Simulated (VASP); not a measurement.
# SbPt (P6_3/mmc) in VASP: further runs

Runs on SbPt. Level: r2SCAN. Tasks: single point.

All numbers are computed with VASP 6.6.1; they aren't measurements. Logs are shortened: lines on timing, memory, paths and dates and some standing lists are left out, and cuts for length are marked.

**1. The cell of the first run**

It takes space group P6_3/mmc (No. 194, hexagonal). Conventional cell: a = 4.177 Å, b = 4.177 Å, c = 5.533 Å, α = 90.00°, β = 90.00°, γ = 120.00°. Sb (site symmetry -6m2) has 6 Pt at 2.78 Å and 6 Sb at 3.67 Å within 3.7 Å. Pt (site symmetry -3m) has 2 Pt at 2.77 Å and 6 Sb at 2.78 Å within 3.6 Å.

**2. Single point, r2SCAN**

The input, POSCAR:

```
SbPt
1.0
    4.1771189405      0.0000000000      0.0000000000
   -2.0885594702      3.6174911171      0.0000000000
    0.0000000000      0.0000000000      5.5329784082
Sb Pt
2 2
Direct
    0.3333333333      0.6666666667      0.2500000000
    0.6666666667      0.3333333333      0.7500000000
    0.0000000000      0.0000000000      0.0000000000
    0.0000000000      0.0000000000      0.5000000000
```

The input, INCAR.step1:

```
  PREC = Accurate
  ENCUT = 520
  ISMEAR = -1
  SIGMA = 0.1
  LREAL = F
  LASPH = T
  NELM = 60
  NBANDS = 23
  GGA = PE
  ALGO = Normal
  EDIFF = 1E-4
  LWAVE = T
  LCHARG = F
```

The input, INCAR.step2:

```
  PREC = Accurate
  ENCUT = 520
  EDIFF = 1E-7
  ISMEAR = -1
  SIGMA = 0.1
  LREAL = F
  LASPH = T
  NELM = 60
  ALGO = Normal
  ISIF = 2
  LWAVE = F
  LCHARG = F
  METAGGA = R2SCAN
  LMIXTAU = T
  NBANDS = 23
  ISTART = 1
```

The input, KPOINTS:

```
regular mesh
0
Gamma
  9 9 6
```

Potentials or basis: VASP PAW PBE potentials, release 64 (Sb, Pt).

The run is started by

```sh
$ cat potpaw_PBE.64/Sb/POTCAR potpaw_PBE.64/Pt/POTCAR > POTCAR
$ cp INCAR.step1 INCAR
$ mpirun -np 1 vasp_std > vasp.out
$ cp INCAR.step2 INCAR
$ mpirun -np 1 vasp_std > vasp.out
```

OUTCAR:

```text
PREC = Accurate
   ENCUT = 520
   EDIFF = 1E-7
   ISMEAR = -1
   LREAL = F
   LASPH = T
   NELM = 60
   ISIF = 2
   METAGGA = R2SCAN
   ISTART = 1

 ion  position               nearest neighbor table
   1  0.333  0.667  0.250-   3 2.78   4 2.78   3 2.78   4 2.78   3 2.78   4 2.78   2 3.67   2 3.67
                             2 3.67   2 3.67   2 3.67   2 3.67
   2  0.667  0.333  0.750-   3 2.78   4 2.78   3 2.78   4 2.78   3 2.78   4 2.78   1 3.67   1 3.67
                             1 3.67   1 3.67   1 3.67   1 3.67
   3  0.000  0.000  0.000-   4 2.77   4 2.77   1 2.78   2 2.78   1 2.78   2 2.78   2 2.78   1 2.78

   4  0.000  0.000  0.500-   3 2.77   3 2.77   1 2.78   2 2.78   1 2.78   2 2.78   2 2.78   1 2.78

  LATTYP: Found a hexagonal cell.
 ALAT       =     4.1771189405
 C/A-ratio  =     1.3245920183

  Lattice vectors:

 A1 = (   4.1771189405,   0.0000000000,   0.0000000000)
 A2 = (  -2.0885594702,   3.6174911171,   0.0000000000)
 A3 = (   0.0000000000,   0.0000000000,   5.5329784082)

Analysis of symmetry for initial positions (statically):
=====================================================================
 Subroutine PRICEL returns:
 Original cell was already a primitive cell.

 Routine SETGRP: Setting up the symmetry group for a
 hexagonal supercell.

 Subroutine GETGRP returns: Found 24 space group operations
 (whereof 12 operations were pure point group operations)
 out of a pool of 24 trial point group operations.

The static configuration has the point symmetry D_3d.
 The point group associated with its full space group is D_6h.

Analysis of symmetry for dynamics (positions and initial velocities):
=====================================================================
 Subroutine PRICEL returns:
 Original cell was already a primitive cell.

 Routine SETGRP: Setting up the symmetry group for a
 hexagonal supercell.

 Subroutine GETGRP returns: Found 24 space group operations
 (whereof 12 operations were pure point group operations)
 out of a pool of 24 trial point group operations.

The dynamic configuration has the point symmetry D_3d.
 The point group associated with its full space group is D_6h.

 Subroutine INISYM returns: Found 24 space group operations
 (whereof 12 operations are pure point group operations),
 and found     1 'primitive' translations

----------------------------------------------------------------------------------------

                                     Primitive cell

  volume of cell :      83.6071

  direct lattice vectors                    reciprocal lattice vectors
     4.177118940  0.000000000  0.000000000     0.239399456  0.138217340  0.000000000
    -2.088559470  3.617491117  0.000000000     0.000000000  0.276434680  0.000000000
     0.000000000  0.000000000  5.532978408     0.000000000  0.000000000  0.180734484

  length of vectors
     4.177118940  4.177118940  5.532978408     0.276434680  0.276434680  0.180734484

  position of ions in fractional coordinates (direct lattice)
     0.333333333  0.666666667  0.250000000
     0.666666667  0.333333333  0.750000000
     0.000000000  0.000000000  0.000000000
     0.000000000  0.000000000  0.500000000

  ion indices of the primitive-cell ions
   primitive index   ion index
                 1           1
                 2           2
                 3           3
                 4           4

----------------------------------------------------------------------------------------

 KPOINTS: regular mesh

Automatic generation of k-mesh.
 Grid dimensions read from file:
 generate k-points for:    9    9    6

 Generating k-lattice:

  Cartesian coordinates                     Fractional coordinates (reciprocal lattice)
     0.026599940  0.015357482  0.000000000     0.111111111  0.000000000  0.000000000
     0.000000000  0.030714964  0.000000000     0.000000000  0.111111111  0.000000000
     0.000000000  0.000000000  0.030122414     0.000000000  0.000000000  0.166666667

  Length of vectors
     0.030714964  0.030714964  0.030122414

  Shift w.r.t. Gamma in fractional coordinates (k-lattice)
     0.000000000  0.000000000  0.000000000

 Subroutine IBZKPT returns following result:
 ===========================================

 Found     48 irreducible k-points:

 Following reciprocal coordinates:
            Coordinates               Weight
  0.000000  0.000000  0.000000      1.000000
  0.111111  0.000000  0.000000      6.000000
  0.222222  0.000000  0.000000      6.000000
  0.333333  0.000000  0.000000      6.000000
  0.444444  0.000000  0.000000      6.000000
  0.111111  0.111111  0.000000      6.000000
[... 16 lines left out ...]
  0.333333  0.222222  0.166667     24.000000
  0.333333  0.333333  0.166667      4.000000
 [... further k-points ...]
   k-points           NKPTS =     48   k-points in BZ     NKDIM =     48   number of bands    NBANDS=     23
   number of dos      NEDOS =    301   number of ions     NIONS =      4
   total plane-waves  NPLWV =  43008
   dimension x,y,z NGX =    32 NGY =   32 NGZ =   42
   dimension x,y,z NGXF=    64 NGYF=   64 NGZF=   84
   ions per type =               2   2
   NGX,Y,Z   is equivalent  to a cutoff of  12.74, 12.74, 12.62 a.u.
   NGXF,Y,Z  is equivalent  to a cutoff of  25.47, 25.47, 25.24 a.u.
 SYSTEM =  unknown system
   PREC   = accura    normal or accurate (medium, high low for compatibility)
   ISTART =      1    job   : 0-new  1-cont  2-samecut
   ICHARG =      0    charge: 1-file 2-atom 10-const
   ISPIN  =      1    spin polarized calculation?
   LNONCOLLINEAR =      F non collinear calculations
   LSORBIT =      F    spin-orbit coupling
   LASPH  =      T    aspherical Exc in radial PAW
   ENCUT  =  520.0 eV  38.22 Ry    6.18 a.u.   7.77  7.77 10.29*2*pi/ulx,y,z
   NELM   =     60;   NELMIN=  2; NELMDL=  0     # of ELM steps
   EDIFF  = 0.1E-06   stopping-criterion for ELM
   LREAL  =      F    real-space projection
   EDIFFG = 0.1E-05   stopping-criterion for IOM
   NSW    =      0    number of steps for IOM
   IBRION =     -1    ionic relax: 0-MD 1-quasi-New 2-CG
   NFREE  =      0    steps in history (QN), initial steepest desc. (CG)
   ISIF   =      2    stress and relaxation
   ISYM   =      2    0-nonsym 1-usesym 2-fastsym
   POTIM  = 0.5000    time-step for ionic-motion
   TEBEG  =    0.0;   TEEND  =   0.0 temperature during run
   PSTRESS=    0.0 pullay stress
   NELECT =      30.0000    total number of electrons
   NUPDOWN=      -1.0000    fix difference up-down
   EMIN   =  10.00;   EMAX   =-10.00  energy-range for DOS
   EFERMI =   0.00;   METHOD = LEGACY
   ISMEAR =    -1;   SIGMA  =   0.10  broadening in eV -4-tet -1-fermi 0-gaus
   EFERMI_NEDOS =   21; number of points for ismear=-14 and -15
   IALGO  =     38    algorithm
   IMIX   =      4    mixing-type and parameters
     AMIX     =   0.40;   BMIX     =  1.00
     AMIX_MAG =   1.60;   BMIX_MAG =  1.00
  volume/ion in A,a.u.               =      20.90       141.05
  Fermi-wavevector in a.u.,A,eV,Ry     =   1.163324  2.198364 18.413085  1.353324
  Thomas-Fermi vector in A             =   2.299875
   LORBIT       =      0    0 simple, 1 ext, 2 COOP (PROOUT), +10 PAW based schemes
   METAGGA = R2SCAN    functional components
   LHFCALC =     F    Hartree Fock is set to
   AEXX    =    0.0000 exact exchange contribution
   IVDW    =     0    specifies the selected vdW correction
   LEPSILON=     F    determine dielectric tensor
   LRPA    =     F    only Hartree local field effects (RPA)
 non-spin polarized calculation
  energy-cutoff  :      520.00
  volume of cell :       83.61
 maximum number of plane-waves:      2276
 NGX is ok and might be reduce to    32
   NGX = 15   NGY = 15   NGZ = 21

 number of electron      30.0000007 magnetization

 Free energy of the ion-electron system (eV)
  ---------------------------------------------------
  ext. energy  EPLUGINS =         0.00000000
  ---------------------------------------------------
  free energy    TOTEN  =      -156.20073401 eV

  energy without entropy =     -156.14468605  energy(sigma->0) =     -156.17271003

 E-fermi :   9.5845     XC(G=0): -12.0606

 val. band max:        9.5522688539   @ k =   0.0000   0.0000   0.3333
 cond. band min:       9.5960955755   @ k =   0.1111   0.0000   0.1667
 fundamental gap:      0.0438267216
 Fermi energy:         9.5845135117

 k-point     1 :       0.0000    0.0000    0.0000
  band No.  band energies     occupation
      1      -3.6036      2.00000
      2       0.3829      2.00000
      3       2.4444      2.00000
      4       3.4854      2.00000
      5       3.4854      2.00000
      6       3.6727      2.00000
[... 15 lines left out ...]
     22      15.2019      0.00000
     23      17.7769      0.00000

 k-point     2 :       0.1111    0.0000    0.0000
  band No.  band energies     occupation
      1      -3.4496      2.00000
      2       0.2220      2.00000
      3       2.6288      2.00000
      4       3.5250      2.00000
      5       3.6353      2.00000
      6       3.7595      2.00000
[... 15 lines left out ...]
     22      15.8787      0.00000
     23      16.2742      0.00000

 k-point     3 :       0.2222    0.0000    0.0000
  band No.  band energies     occupation
      1      -3.0010      2.00000
      2      -0.1227      2.00000
      3       3.1589      2.00000
      4       3.4368      2.00000
      5       3.5999      2.00000
      6       4.3396      2.00000
[... 15 lines left out ...]
     22      16.1811      0.00000
     23      16.7431      0.00000

 k-point     4 :       0.3333    0.0000    0.0000
  band No.  band energies     occupation
      1      -2.3111      2.00000
      2      -0.4834      2.00000
      3       2.7727      2.00000
      4       3.6253      2.00000
      5       3.8978      2.00000
      6       4.1362      2.00000
[... 15 lines left out ...]
     22      15.3264      0.00000
     23      17.5330      0.00000

 k-point     5 :       0.4444    0.0000    0.0000
  band No.  band energies     occupation
      1      -1.5346      2.00000
      2      -0.8620      2.00000
      3       1.9803      2.00000
      4       3.6070      2.00000
      5       4.0285      2.00000
      6       4.3216      2.00000
[... 15 lines left out ...]
     22      15.0376      0.00000
     23      19.2477      0.00000

 k-point     6 :       0.1111    0.1111    0.0000
  band No.  band energies     occupation
      1      -3.1479      2.00000
      2      -0.0232      2.00000
      3       2.9879      2.00000
      4       3.5121      2.00000
      5       3.5866      2.00000
      6       4.2080      2.00000
[... 15 lines left out ...]
     22      16.7956      0.00000
     23      16.8461      0.00000

 k-point     7 :       0.2222    0.1111    0.0000
  band No.  band energies     occupation
      1      -2.5748      2.00000
      2      -0.3493      2.00000
      3       3.1150      2.00000
      4       3.6086      2.00000
      5       3.6507      2.00000
      6       4.2388      2.00000
[... 353 lines left out ...]
     22      17.5182      0.00000
     23      17.8559      0.00000

 k-point    21 :       0.4444    0.1111    0.1667
  band No.  band energies     occupation
      1      -1.1527      2.00000
      2      -0.9975      2.00000
      3       1.9609      2.00000
      4       3.6033      2.00000
      5       4.0332      2.00000
      6       4.2255      2.00000
[... 15 lines left out ...]
     22      18.0451      0.00000
     23      18.8520      0.00000

 k-point    22 :       0.2222    0.2222    0.1667
  band No.  band energies     occupation
      1      -1.8296      2.00000
      2      -0.6541      2.00000
      3       2.6607      2.00000
      4       3.6558      2.00000
      5       3.7333      2.00000
      6       4.2968      2.00000
[... 15 lines left out ...]
     22      16.9173      0.00000
     23      16.9174      0.00000

 k-point    23 :       0.3333    0.2222    0.1667
  band No.  band energies     occupation
      1      -1.1876      2.00000
      2      -0.8190      2.00000
      3       2.0361      2.00000
      4       3.5167      2.00000
      5       3.7319      2.00000
      6       4.5982      2.00000
[... 15 lines left out ...]
     22      17.5882      0.00000
     23      18.4672      0.00000

 k-point    24 :       0.3333    0.3333    0.1667
  band No.  band energies     occupation
      1      -0.8840      2.00000
      2      -0.8840      2.00000
      3       1.8448      2.00000
      4       3.4961      2.00000
      5       3.4961      2.00000
      6       4.9173      2.00000
[... 15 lines left out ...]
     22      17.9402      0.00000
     23      18.2591      0.00000

 [... further k-points ...]
[... 5 lines left out ...]
  --------------------------------------------------------------------------------------
  -------------------------------------------------------------------------------------
  Total       -0.0683886     -0.0683886     -0.0349579     -0.0000000      0.0000000     -0.0000000
  in kB       -1.3105415     -1.3105415     -0.6699039     -0.0000000      0.0000000     -0.0000000
  external PRESSURE =      -1.0969956 kB  Pullay stress =       0.0000000 kB

 VOLUME and BASIS-vectors are now :
 -----------------------------------------------------------------------------
  energy-cutoff  :      520.00
  volume of cell :       83.61
      direct lattice vectors                 reciprocal lattice vectors
     4.177118940  0.000000000  0.000000000     0.239399456  0.138217340  0.000000000
    -2.088559470  3.617491117  0.000000000     0.000000000  0.276434680  0.000000000
     0.000000000  0.000000000  5.532978408     0.000000000  0.000000000  0.180734484

 POSITION                                       TOTAL-FORCE (eV/Angst)
 -----------------------------------------------------------------------------------
     -0.00000      2.41166      1.38324         0.000000      0.000000      0.000000
      2.08856      1.20583      4.14973        -0.000000     -0.000000      0.000000
      0.00000      0.00000      0.00000        -0.000000      0.000000      0.000000
      0.00000      0.00000      2.76649         0.000000      0.000000      0.000000
 -----------------------------------------------------------------------------------
    total drift:                               -0.000000      0.000000     -0.000000

  FREE ENERGIE OF THE ION-ELECTRON SYSTEM (eV)
  ---------------------------------------------------
  free  energy   TOTEN  =      -156.2007340114 eV

  energy  without entropy=     -156.1446860472  energy(sigma->0) =     -156.17271003
```

Run time: 2.2 min. Hardware: 1 thread of Intel Xeon 6975P-C (Granite Rapids), shared host; peak memory 0.26 GiB.

What came out:

| Quantity | Value |
| --- | --- |
| Free energy | -156.2007 eV |
| Pressure | -0.1 GPa |
| Band gap on the k mesh | zero (bands 15 and 16 overlap by 4.22 eV) |

Levels at points of the mesh, in eV from the Fermi level:
```
           k point  band 11  band 12  band 13  band 14  band 15  band 16  band 17  band 18  band 19  band 20
(0.00, 0.00, 0.00)    -2.24    -2.24    -0.12    -0.12     0.71     2.39     2.76     3.67     3.67     3.85
(0.00, 0.00, 0.50)    -3.72    -3.72    -1.17    -1.17     2.38     2.38     2.38     2.38     5.53     5.53
```

Caveat: the PAW data sets were made with another functional, which shifts forces and pressure a little; spin-orbit coupling is left out, which moves the levels of the heavy elements.

**3. Single point, r2SCAN**

The input, POSCAR:

```
SbPt
1.0
    4.1771189419      0.0000000000      0.0000000000
   -2.0885594710      3.6174911183      0.0000000000
    0.0000000000      0.0000000000      5.5329784100
Sb Pt
2 2
Direct
    0.3333333333      0.6666666667      0.2500000000
    0.6666666667      0.3333333333      0.7500000000
    0.0000000000      0.0000000000      0.0000000000
    0.0000000000      0.0000000000      0.5000000000
```

INCAR.step1 is that of step 2.

Changes to INCAR.step2 since step 2:

```diff
@@ -2,3 +2,3 @@
   ENCUT = 520
-  EDIFF = 1E-7
+  EDIFF = 1E-6
   ISMEAR = -1
```

KPOINTS is that of step 2.

Potentials or basis: VASP PAW PBE potentials, release 64 (Sb, Pt).

The run is started by

```sh
$ cat potpaw_PBE.64/Sb/POTCAR potpaw_PBE.64/Pt/POTCAR > POTCAR
$ cp INCAR.step1 INCAR
$ mpirun -np 1 vasp_std > vasp.out
$ cp INCAR.step2 INCAR
$ mpirun -np 1 vasp_std > vasp.out
```

Wall time 1.9 min (1 thread of Intel Xeon 6975P-C (Granite Rapids), shared host); peak memory 0.26 GiB.

Results (log left out):

```
Free energy            : -156.2007 eV
Pressure               : -0.1 GPa
Band gap on the k mesh : zero (bands 15 and 16 overlap by 4.22 eV)
```

Levels at points of the mesh, in eV from the Fermi level:
```csv
k point,band 11,band 12,band 13,band 14,band 15,band 16,band 17,band 18,band 19,band 20
"(0.00, 0.00, 0.00)",-2.24,-2.24,-0.12,-0.12,0.71,2.39,2.76,3.67,3.67,3.85
"(0.00, 0.00, 0.50)",-3.72,-3.72,-1.17,-1.17,2.38,2.38,2.38,2.38,5.53,5.53
```

Caveat: the PAW data sets were made with another functional, which shifts forces and pressure a little; spin-orbit coupling is left out, which moves the levels of the heavy elements.

(Continued in part 2 of 2.)
